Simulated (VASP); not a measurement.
Here is a VASP 6.6.1 calculation.

Contents of INCAR:

```
PREC     = Accurate       # precision mode
ENCUT    = 520            # plane-wave cutoff, eV
EDIFF    = 1E-6           # SCF threshold, eV
ISMEAR   = 0              # smearing method
SIGMA    = 0.1            # smearing width, eV
LREAL    = False          # projectors in reciprocal space
LASPH    = True           # aspherical terms in the spheres
NELM     = 150            # most SCF steps
ALGO     = Normal         # electronic algorithm
ISIF     = 2              # what is computed and relaxed
LWAVE    = False          # write WAVECAR
LCHARG   = False          # write CHGCAR
ISPIN    = 2              # spin polarisation
MAGMOM   = 3 0 0 0        # initial moments
LORBIT   = 11             # projections on sites
LMAXMIX  = 4              # l up to which the mixer works
GGA      = PE             # functional
NBANDS   = 38             # bands
```

The input KPOINTS:

```
regular mesh
0
Gamma
  6 6 2
```

The input POSCAR:

```
CoRu3
1.0
    2.6951195495      0.0000000000      0.0000000000
   -1.3475597747      2.3340419961      0.0000000000
    0.0000000000      0.0000000000      8.3943044442
Co Ru
1 3
Direct
    0.6666666667      0.3333333333      0.0000000000
    0.3333333333      0.6666666667      0.7542540660
    0.3333333333      0.6666666667      0.2457459340
    0.6666666667      0.3333333333      0.5000000000
```

Potentials or basis: VASP PAW PBE potentials, release 64 (Co, Ru_pv).

Launch:

```console
$ cat potpaw_PBE.64/Co/POTCAR potpaw_PBE.64/Ru_pv/POTCAR > POTCAR
$ mpirun -np 1 vasp_std > vasp.out
```

Problem. What does it give for the pressure?

Solution. -0.2 GPa.

Problem. Predict the net moment.

Solution. 1.63 μB per cell.

Problem. Predict the largest force.

Solution. 0.011 eV/Å.

Problem. Estimate the site moments.

Solution. Co +1.57; Ru +0.06, -0.03 (each value once) μB.

Forces in eV/Å, atoms in the order of the input:
```
Co   0.000  0.000  0.000
Ru   0.000  0.000  0.011
Ru   0.000  0.000 -0.011
Ru   0.000  0.000  0.000
```

Caveat: the k points lie up to 0.45 Å⁻¹ apart.
